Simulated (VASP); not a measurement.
# KBr (R-3m) in VASP: notebook

Runs on KBr. Level: PBEsol. Tasks: single point.

Program: VASP 6.6.1. These are calculated values, not measurements. Logs are shortened: lines on timing, memory, paths and dates and some standing lists are left out, and cuts for length are marked.

### Step 1. The cell of the first run

The structure is trigonal, space group R-3m (No. 166). Conventional cell: a = 3.696 Å, b = 3.696 Å, c = 18.105 Å, α = 90.00°, β = 90.00°, γ = 120.00°. K (site symmetry -3m) has 6 Br at 3.70 Å and 6 K at 3.70 Å within 4.9 Å. Within 4.9 Å of Br (site symmetry -3m) lie 6 K at 3.70 Å and 6 Br at 3.70 Å.

### Step 2. Single point, PBEsol

Contents of INCAR:

```
ALGO = Normal
EDIFF = 1E-6
ENCUT = 520
GGA = PS
ISIF = 2
ISMEAR = 0
LASPH = True
LCHARG = False
LREAL = False
LWAVE = False
NBANDS = 15
NELM = 60
PREC = Accurate
SIGMA = 0.05
```

Contents of KPOINTS:

```
k-points
0
Gamma
  8 8 8
```

Contents of POSCAR:

```
KBr
1.0
    1.7421726545      4.3554316363      4.3554316363
    4.3554316363      1.7421726545      4.3554316363
    4.3554316363      4.3554316363      1.7421726545
K Br
1 1
Direct
    0.0000000000      0.0000000000      0.0000000000
    0.5000000000      0.5000000000      0.5000000000
```

Potentials or basis: VASP PAW PBE potentials, release 64 (K_sv, Br).

The run is started by

```bash
$ cat potpaw_PBE.64/K_sv/POTCAR potpaw_PBE.64/Br/POTCAR > POTCAR
$ mpirun -np 1 vasp_std > vasp.out
```

OUTCAR:

```text
EDIFF = 1E-6
   ENCUT = 520
   GGA = PS
   ISIF = 2
   ISMEAR = 0
   LASPH = True
   LREAL = False
   NELM = 60
   PREC = Accurate

 ion  position               nearest neighbor table
   1  0.000  0.000  0.000-
   2  0.500  0.500  0.500-

  LATTYP: Found a trigonal (rhomboedric) cell.
 ALAT       =     6.4011510711
 COS(alpha) =     0.8333333333

  Lattice vectors:

 A1 = (   1.7421726545,   4.3554316363,   4.3554316363)
 A2 = (   4.3554316363,   1.7421726545,   4.3554316363)
 A3 = (   4.3554316363,   4.3554316363,   1.7421726545)

Analysis of symmetry for initial positions (statically):
=====================================================================
 Subroutine PRICEL returns:
 Original cell was already a primitive cell.

 Routine SETGRP: Setting up the symmetry group for a
 trigonal (rhombohedral) supercell.

 Subroutine GETGRP returns: Found 12 space group operations
 (whereof 12 operations were pure point group operations)
 out of a pool of 12 trial point group operations.

The static configuration has the point symmetry D_3d.

Analysis of symmetry for dynamics (positions and initial velocities):
=====================================================================
 Subroutine PRICEL returns:
 Original cell was already a primitive cell.

 Routine SETGRP: Setting up the symmetry group for a
 trigonal (rhombohedral) supercell.

 Subroutine GETGRP returns: Found 12 space group operations
 (whereof 12 operations were pure point group operations)
 out of a pool of 12 trial point group operations.

The dynamic configuration has the point symmetry D_3d.

 Subroutine INISYM returns: Found 12 space group operations
 (whereof 12 operations are pure point group operations),
 and found     1 'primitive' translations

----------------------------------------------------------------------------------------

                                     Primitive cell

  volume of cell :      71.3851

  direct lattice vectors                    reciprocal lattice vectors
     1.742172655  4.355431636  4.355431636    -0.223220637  0.159443312  0.159443312
     4.355431636  1.742172655  4.355431636     0.159443312 -0.223220637  0.159443312
     4.355431636  4.355431636  1.742172655     0.159443312  0.159443312 -0.223220637

  length of vectors
     6.401151071  6.401151071  6.401151071     0.317288184  0.317288184  0.317288184

  position of ions in fractional coordinates (direct lattice)
     0.000000000  0.000000000  0.000000000
     0.500000000  0.500000000  0.500000000

  ion indices of the primitive-cell ions
   primitive index   ion index
                 1           1
                 2           2

----------------------------------------------------------------------------------------

 KPOINTS: k-points

Automatic generation of k-mesh.
 Grid dimensions read from file:
 generate k-points for:    8    8    8

 Generating k-lattice:

  Cartesian coordinates                     Fractional coordinates (reciprocal lattice)
    -0.027902580  0.019930414  0.019930414     0.125000000  0.000000000  0.000000000
     0.019930414 -0.027902580  0.019930414     0.000000000  0.125000000  0.000000000
     0.019930414  0.019930414 -0.027902580     0.000000000  0.000000000  0.125000000

  Length of vectors
     0.039661023  0.039661023  0.039661023

  Shift w.r.t. Gamma in fractional coordinates (k-lattice)
     0.000000000  0.000000000  0.000000000

 Subroutine IBZKPT returns following result:
 ===========================================

 Found     65 irreducible k-points:

 Following reciprocal coordinates:
            Coordinates               Weight
  0.000000  0.000000  0.000000      1.000000
  0.125000 -0.000000 -0.000000      6.000000
  0.250000 -0.000000 -0.000000      6.000000
  0.375000  0.000000  0.000000      6.000000
  0.500000 -0.000000 -0.000000      3.000000
  0.125000  0.125000 -0.000000      6.000000
[... 16 lines left out ...]
  0.250000  0.125000  0.125000      6.000000
  0.375000  0.125000  0.125000      6.000000
 [... further k-points ...]
   k-points           NKPTS =     65   k-points in BZ     NKDIM =     65   number of bands    NBANDS=     15
   number of dos      NEDOS =    301   number of ions     NIONS =      2
   total plane-waves  NPLWV = 110592
   dimension x,y,z NGX =    48 NGY =   48 NGZ =   48
   dimension x,y,z NGXF=    96 NGYF=   96 NGZF=   96
   ions per type =               1   1
   NGX,Y,Z   is equivalent  to a cutoff of  12.47, 12.47, 12.47 a.u.
   NGXF,Y,Z  is equivalent  to a cutoff of  24.93, 24.93, 24.93 a.u.
 SYSTEM =  unknown system
   PREC   = accura    normal or accurate (medium, high low for compatibility)
   ISTART =      0    job   : 0-new  1-cont  2-samecut
   ICHARG =      2    charge: 1-file 2-atom 10-const
   ISPIN  =      1    spin polarized calculation?
   LNONCOLLINEAR =      F non collinear calculations
   LSORBIT =      F    spin-orbit coupling
   LASPH  =      T    aspherical Exc in radial PAW
   ENCUT  =  520.0 eV  38.22 Ry    6.18 a.u.  11.90 11.90 11.90*2*pi/ulx,y,z
   NELM   =     60;   NELMIN=  2; NELMDL= -5     # of ELM steps
   EDIFF  = 0.1E-05   stopping-criterion for ELM
   LREAL  =      F    real-space projection
   EDIFFG = 0.1E-04   stopping-criterion for IOM
   NSW    =      0    number of steps for IOM
   IBRION =     -1    ionic relax: 0-MD 1-quasi-New 2-CG
   NFREE  =      0    steps in history (QN), initial steepest desc. (CG)
   ISIF   =      2    stress and relaxation
   ISYM   =      2    0-nonsym 1-usesym 2-fastsym
   POTIM  = 0.5000    time-step for ionic-motion
   TEBEG  =    0.0;   TEEND  =   0.0 temperature during run
   PSTRESS=    0.0 pullay stress
   NELECT =      16.0000    total number of electrons
   NUPDOWN=      -1.0000    fix difference up-down
   EMIN   =  10.00;   EMAX   =-10.00  energy-range for DOS
   EFERMI =   0.00;   METHOD = LEGACY
   ISMEAR =     0;   SIGMA  =   0.05  broadening in eV -4-tet -1-fermi 0-gaus
   EFERMI_NEDOS =   21; number of points for ismear=-14 and -15
   IALGO  =     38    algorithm
   IMIX   =      4    mixing-type and parameters
     AMIX     =   0.40;   BMIX     =  1.00
     AMIX_MAG =   1.60;   BMIX_MAG =  1.00
  volume/ion in A,a.u.               =      35.69       240.87
  Fermi-wavevector in a.u.,A,eV,Ry     =   0.994441  1.879221 13.454978  0.988913
  Thomas-Fermi vector in A             =   2.126392
   LORBIT       =      0    0 simple, 1 ext, 2 COOP (PROOUT), +10 PAW based schemes
   GGA     = PS    functional components
   LHFCALC =     F    Hartree Fock is set to
   AEXX    =    0.0000 exact exchange contribution
   IVDW    =     0    specifies the selected vdW correction
   LEPSILON=     F    determine dielectric tensor
   LRPA    =     F    only Hartree local field effects (RPA)
 non-spin polarized calculation
 Gauss-broadening in eV      SIGMA  =   0.05
  energy-cutoff  :      520.00
  volume of cell :       71.39
 maximum number of plane-waves:      1942
   NGX = 23   NGY = 23   NGZ = 23

 number of electron      15.9999999 magnetization

 Free energy of the ion-electron system (eV)
  ---------------------------------------------------
  ext. energy  EPLUGINS =         0.00000000
  ---------------------------------------------------
  free energy    TOTEN  =        -4.78590755 eV

  energy without entropy =       -4.78532382  energy(sigma->0) =       -4.78561568

 E-fermi :   0.8941     XC(G=0):  -7.7248

 val. band max:        0.8740219948   @ k =   0.0000   0.0000   0.0000
 cond. band min:       1.0009234386   @ k =   0.1250  -0.0000  -0.0000
 fundamental gap:      0.1269014438
 Fermi energy:         0.8941424833

 k-point     1 :       0.0000    0.0000    0.0000
  band No.  band energies     occupation
      1     -31.1065      2.00000
      2     -14.5125      2.00000
      3     -14.5125      2.00000
      4     -14.4312      2.00000
      5     -12.9678      2.00000
      6      -1.9046      2.00000
      7       0.4830      2.00000
      8       0.8740      1.43071
      9       0.8740      1.43071
     10       5.5154      0.00000
     11       5.9902      0.00000
     12       5.9902      0.00000
     13       7.9783      0.00000
     14       7.9783      0.00000
     15       8.0809      0.00000

 k-point     2 :       0.1250   -0.0000   -0.0000
  band No.  band energies     occupation
      1     -31.0984      2.00000
      2     -14.5857      2.00000
      3     -14.5279      2.00000
      4     -14.4201      2.00000
      5     -12.8984      2.00000
      6      -1.8450      2.00000
      7       0.1379      2.00000
      8       0.7626      1.99980
      9       1.0009      0.00253
     10       5.5144      0.00000
     11       5.9377      0.00000
     12       6.2649      0.00000
     13       7.2263      0.00000
     14       7.9470      0.00000
     15       8.5653      0.00000

 k-point     3 :       0.2500   -0.0000   -0.0000
  band No.  band energies     occupation
      1     -31.0788      2.00000
      2     -14.7560      2.00000
      3     -14.5649      2.00000
      4     -14.3928      2.00000
      5     -12.7261      2.00000
      6      -1.6798      2.00000
      7      -0.9077      2.00000
      8       0.5126      2.00000
      9       1.8811      0.00000
     10       4.7203      0.00000
     11       6.4524      0.00000
     12       6.7621      0.00000
     13       7.0449      0.00000
     14       7.8540      0.00000
     15       8.2036      0.00000
[... 343 lines left out ...]
 k-point    23 :       0.2500    0.1250    0.1250
  band No.  band energies     occupation
      1     -31.0984      2.00000
      2     -14.5855      2.00000
      3     -14.5279      2.00000
      4     -14.4315      2.00000
      5     -12.8806      2.00000
      6      -2.0020      2.00000
      7       0.2009      2.00000
      8       0.7553      1.99991
      9       1.2466      0.00000
     10       5.5585      0.00000
     11       5.8117      0.00000
     12       6.2810      0.00000
     13       7.2641      0.00000
     14       8.0267      0.00000
     15       8.2857      0.00000

 k-point    24 :       0.3750    0.1250    0.1250
  band No.  band energies     occupation
      1     -31.0788      2.00000
      2     -14.7552      2.00000
      3     -14.5649      2.00000
      4     -14.4020      2.00000
      5     -12.7125      2.00000
      6      -1.8005      2.00000
      7      -0.8760      2.00000
      8       0.5068      2.00000
      9       2.1572      0.00000
     10       4.7839      0.00000
     11       6.0233      0.00000
     12       7.0649      0.00000
     13       7.1565      0.00000
     14       7.7984      0.00000
     15       7.9172      0.00000

 [... further k-points ...]
[... 5 lines left out ...]
  --------------------------------------------------------------------------------------
  -------------------------------------------------------------------------------------
  Total       -0.4821551     -0.4821551     -0.4821551     -3.0635651     -3.0635651     -3.0635651
  in kB      -10.8215628    -10.8215628    -10.8215628    -68.7591264    -68.7591264    -68.7591264
  external PRESSURE =     -10.8215628 kB  Pullay stress =       0.0000000 kB

 VOLUME and BASIS-vectors are now :
 -----------------------------------------------------------------------------
  energy-cutoff  :      520.00
  volume of cell :       71.39
      direct lattice vectors                 reciprocal lattice vectors
     1.742172655  4.355431636  4.355431636    -0.223220637  0.159443312  0.159443312
     4.355431636  1.742172655  4.355431636     0.159443312 -0.223220637  0.159443312
     4.355431636  4.355431636  1.742172655     0.159443312  0.159443312 -0.223220637

 POSITION                                       TOTAL-FORCE (eV/Angst)
 -----------------------------------------------------------------------------------
      0.00000      0.00000      0.00000         0.000000     -0.000000      0.000000
      5.22652      5.22652      5.22652        -0.000000      0.000000     -0.000000
 -----------------------------------------------------------------------------------
    total drift:                               -0.000000     -0.000000     -0.000000

  FREE ENERGIE OF THE ION-ELECTRON SYSTEM (eV)
  ---------------------------------------------------
  free  energy   TOTEN  =        -4.7859075457 eV

  energy  without entropy=       -4.7853238227  energy(sigma->0) =       -4.78561568
```

Wall time 60 s (1 thread of Intel Xeon Platinum 8559C (Emerald Rapids), shared host); peak memory 0.35 GiB.

What came out:

* Free energy: -4.7859 eV
* Pressure: -1.1 GPa
* Band gap on the k mesh: zero (filled and empty bands overlap)

Caveat: the PAW data sets were made with another functional, which shifts forces and pressure a little.

### Step 3. Single point, PBEsol

This run uses another cell than the first one, of the same volume but with other edges.

Contents of INCAR:

```
SYSTEM = KBr
  PREC = Accurate
  ENCUT = 520
  EDIFF = 1E-6
  ISMEAR = 0
  SIGMA = 0.05
  LREAL = .False.
  LASPH = .True.
  NELM = 100
  ALGO = Normal
  ISIF = 2
  LWAVE = .False.
  LCHARG = .False.
  GGA = PS
  NBANDS = 15
```

Contents of KPOINTS:

```
Automatic mesh
0
Gamma
  8 8 8
  0 0 0
```

Contents of POSCAR:

```
KBr
1.0
    0.8025621558      3.7387651650      3.7387651650
    3.7387651650      0.8025621558      3.7387651650
    3.7387651650      3.7387651650      0.8025621558
K Br
1 1
Direct
    0.0000000000      0.0000000000      0.0000000000
    0.5000000000      0.5000000000      0.5000000000
```

Potentials or basis: VASP PAW PBE potentials, release 64 (K_sv, Br).

The run is started by

```bash
$ cat potpaw_PBE.64/K_sv/POTCAR potpaw_PBE.64/Br/POTCAR > POTCAR
$ mpirun -np 1 vasp_std > vasp.out
```

It took 40 s on 1 thread of Intel Xeon Platinum 8559C (Emerald Rapids), shared host; peak memory 0.27 GiB.

It converged, with:

* Free energy: -6.1782 eV
* Pressure: -0.9 GPa
* Band gap on the k mesh: 3.07 eV, direct

Stress tensor (GPa, compression positive):
```
-0.87 -2.24 -2.24
-2.24 -0.87 -2.24
-2.24 -2.24 -0.87
```

Levels at points of the mesh, in eV from the valence-band top:
```tsv
k point	band 4	band 5	band 6	band 7	band 8	band 9	band 10	band 11	band 12	band 13
(0.00, 0.00, 0.00)	-12.26	-12.22	-1.08	0.00	0.00	3.07	6.09	7.45	7.45	8.27
(0.50, 0.00, 0.00)	-12.25	-12.00	-1.78	-1.24	-0.45	5.65	6.37	8.40	9.36	9.66
(0.50, 0.50, 0.00)	-12.31	-12.20	-1.51	-1.05	-0.36	4.80	6.40	7.45	7.99	8.31
(0.50, 0.50, 0.50)	-12.26	-11.82	-1.93	-0.12	-0.12	5.62	6.09	8.29	8.29	9.42
```

Caveat: the PAW data sets were made with another functional, which shifts forces and pressure a little.

### Step 4. Single point, PBEsol

This run uses another cell than the first one, of the same volume but with other edges.

Contents of INCAR:

```
SYSTEM = KBr
ALGO = Normal
EDIFF = 1E-7
ENCUT = 520
GGA = PS
ISIF = 2
ISMEAR = 0
LASPH = .True.
LCHARG = .True.
LELF = .True.
LREAL = .False.
LVHAR = .True.
LWAVE = .False.
NBANDS = 15
NELM = 100
PREC = Accurate
SIGMA = 0.05
```

Contents of KPOINTS:

```
k-points
0
Gamma
  8 8 8
  0 0 0
```

Contents of POSCAR:

```
KBr
1.0
   -1.0409841071      2.8627062946      2.8627062946
    2.8627062946     -1.0409841071      2.8627062946
    2.8627062946      2.8627062946     -1.0409841071
K Br
1 1
Direct
    0.0000000000      0.0000000000      0.0000000000
    0.5000000000      0.5000000000      0.5000000000
```

The run is started by

```bash
$ cat potpaw_PBE.64/K_sv/POTCAR potpaw_PBE.64/Br/POTCAR > POTCAR
$ mpirun -np 1 vasp_std > vasp.out
```

Wall time 21 s (1 thread of Intel Xeon Platinum 8559C (Emerald Rapids), shared host); peak memory 0.22 GiB.

It converged, with:

```
Free energy            : -6.3051 eV
Pressure               : -1.6 GPa
Band gap on the k mesh : 3.63 eV, indirect (least direct gap 3.64 eV)
```

Stress tensor (GPa, compression positive):
```
-1.57  0.23  0.23
 0.23 -1.57  0.23
 0.23  0.23 -1.57
```

Levels at points of the mesh, in eV from the valence-band top:
```
           k point  band 5  band 6  band 7  band 8  band 9  band 10  band 11  band 12
(0.00, 0.00, 0.00)  -11.94   -0.27   -0.27   -0.01    3.63     6.02     6.02     9.02
(0.50, 0.00, 0.00)  -11.72   -1.67   -0.34   -0.05    6.12     7.17     7.38     8.83
(0.50, 0.50, 0.00)  -11.92   -1.24   -1.07    0.00    5.24     6.40     8.16     8.17
(0.50, 0.50, 0.50)  -11.94   -1.28   -1.14   -1.14    6.48     7.77     7.77     8.48
```

Caveat: the PAW data sets were made with another functional, which shifts forces and pressure a little.

### Step 5. Summary

| cell | gap on the mesh (eV) | pressure (GPa) |
| --- | --- | --- |
| a = 6.401 Å, angles 33.6°, 2 atoms | none | -1.1 |
| a = 5.348 Å, angles 45.7°, 2 atoms | 3.07 | -0.9 |
| a = 4.180 Å, angles 82.7°, 2 atoms | 3.63 | -1.6 |

Alike in all rows: task single point; level PBEsol; potentials or basis VASP PAW PBE potentials, release 64 (K_sv, Br); no spin polarisation; k mesh 8 × 8 × 8; cutoff (eV) 520; smearing gaussian 0.05 eV.

Caveats: the PAW data sets were made with another functional, which shifts forces and pressure a little.

Total energies depend on the potentials used, so only differences within one code and one set of settings carry meaning.
